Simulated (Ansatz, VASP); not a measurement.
**Two plane-wave programs on SnTe**

The input INCAR:

```
  ALGO = Normal
  EDIFF = 1E-6
  ENCUT = 520
  GGA = PS
  ISIF = 2
  ISMEAR = 0
  LASPH = True
  LCHARG = True
  LELF = True
  LREAL = False
  LVHAR = True
  LWAVE = False
  NBANDS = 17
  NELM = 60
  PREC = Accurate
  SIGMA = 0.01
```

The input KPOINTS:

```
k-points
0
Gamma
  10 10 10
```

Contents of POSCAR:

```
SnTe
1.0
    0.0000000000      3.1508500000      3.1508500000
    3.1508500000      0.0000000000      3.1508500000
    3.1508500000      3.1508500000      0.0000000000
Sn Te
1 1
Direct
    0.0000000000      0.0000000000      0.0000000000
    0.5000000000      0.5000000000      0.5000000000
```

Input for Ansatz:

```yaml
crystal:
  lattice:
    - [0.0, 3.15085, 3.15085]
    - [3.15085, 0.0, 3.15085]
    - [3.15085, 3.15085, 0.0]
  atoms:
    - { symbol: Sn, position: [0.0, 0.0, 0.0] }
    - { symbol: Te, position: [0.5, 0.5, 0.5] }
basis:
  ecutwfc: 420
kpoints:
  mp_grid: { grid: [10, 10, 10] }
hamiltonian:
  xc: pbesol
scf:
  occupations: { method: gaussian, width: 0.01 }
output:
  forces: true
  stress: true
  eigenvalues: true
  populations: true
```

Alike in both runs: task single point; functional PBEsol; k mesh 10 × 10 × 10; occupations gaussian, width 0.01 eV; no spin polarisation.

```csv
,VASP,Ansatz
version,VASP 6.6.1,Ansatz 0.2.0
potentials or method,"VASP PAW PBE potentials, release 64 (Sn_d, Te), cutoff 520 eV","scalar-relativistic, plane waves, PAW"
valence electrons in the cell,20,30
```

```tsv
	VASP	Ansatz	Ansatz less VASP
gap on the k mesh at the Fermi level (eV)	0.14	0.14	-0.001
least direct gap on the mesh (eV)	0.14	0.14	-0.001
pressure (GPa)	-0.3	-0.3	+0.02
```

VASP's potentials were made for PBE, not for PBEsol. VASP's potentials hold 20 valence electrons a cell and Ansatz's 30, so a difference there can come from the potentials and not from the codes.

Spin-orbit coupling is off throughout.
